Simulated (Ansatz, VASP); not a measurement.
## Re in VASP and in Ansatz

```
CELL_PARAMETERS angstrom
0.00000 1.99162 1.89164
1.99162 0.00000 1.89164
1.99162 1.99162 0.00000
ATOMIC_POSITIONS crystal
Re 0.00000 0.00000 0.00000
```

Alike in both runs: task single point; functional PBE; k mesh 10 × 10 × 10; occupations gaussian, width 0.15 eV; no spin polarisation.

|  | VASP | Ansatz |
| --- | --- | --- |
| version | VASP 6.6.1 | Ansatz 0.2.0 |
| potentials or method | VASP PAW PBE potentials, release 64 (Re), cutoff 520 eV | scalar-relativistic, plane waves, PAW |
| valence electrons in the cell | 7 | 15 |

Ansatz gave:

| Item | Value |
| --- | --- |
| gap on the k mesh at the Fermi level (eV) | none |
| pressure (GPa) | -0.1 |
| traceless stress, the component that is largest in VASP (GPa) | 9.60 |

Task: Estimate VASP's values.

Result: gap on the k mesh at the Fermi level (eV): none; pressure (GPa): -0.6; traceless stress, the component that is largest in VASP (GPa): 9.52.

A gap of «none» marks a metal or a gap that the smearing closes. VASP's potentials hold 7 valence electrons a cell and Ansatz's 15, so a difference there can come from the potentials and not from the codes.

Neither program's run includes spin-orbit coupling.
